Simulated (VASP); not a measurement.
Wanted: the native input for a VASP 6.6.1 run.

- Task: single point
- Functional: PBEsol
- Potentials or basis: VASP PAW PBE potentials, release 64 (Ge_d)
- Cutoff: 520 eV
- k mesh: 8 × 8 × 8
- Occupations: fermi-dirac, width 0.05 eV
- Spin: no spin polarisation
- Dipole correction: no
- Further INCAR settings: ALGO = Normal; EDIFF = 1e-06; NBANDS = 13

The structure of Ge lies in POSCAR:

```
Ge
1.0
    1.3971490000     -2.6005160000      0.0000000000
    1.3971490000      2.6005160000      0.0000000000
    0.0000000000      0.0000000000      2.6982310000
Ge
1
Direct
    0.5000000000      0.5000000000      0.0000000000
```

The input as run:

INCAR

```
PREC = Accurate
ENCUT = 520
EDIFF = 1E-6
ISMEAR = -1
SIGMA = 0.05
LREAL = False
LASPH = True
NELM = 100
ALGO = Normal
ISIF = 2
LWAVE = False
LCHARG = False
GGA = PS
NBANDS = 13
```

KPOINTS

```
Automatic mesh
0
Gamma
  8 8 8
```

Potentials or basis: VASP PAW PBE potentials, release 64 (Ge_d).

Run with:

```sh
$ cat potpaw_PBE.64/Ge_d/POTCAR > POTCAR
$ mpirun -np 1 vasp_std > vasp.out
```

Results of the run:

The pressure is -4.5 GPa and the band gap on the k mesh is zero (band 7 reaches 12.72 eV, above the bottom of band 8 at 3.81 eV).

Caveat: the PAW data sets were made with another functional, which shifts forces and pressure a little.

It took 7.8 s on 1 thread of Intel(R) Xeon(R) Platinum 8488C (Sapphire Rapids), with other jobs on the host, peak memory 0.14 GiB.
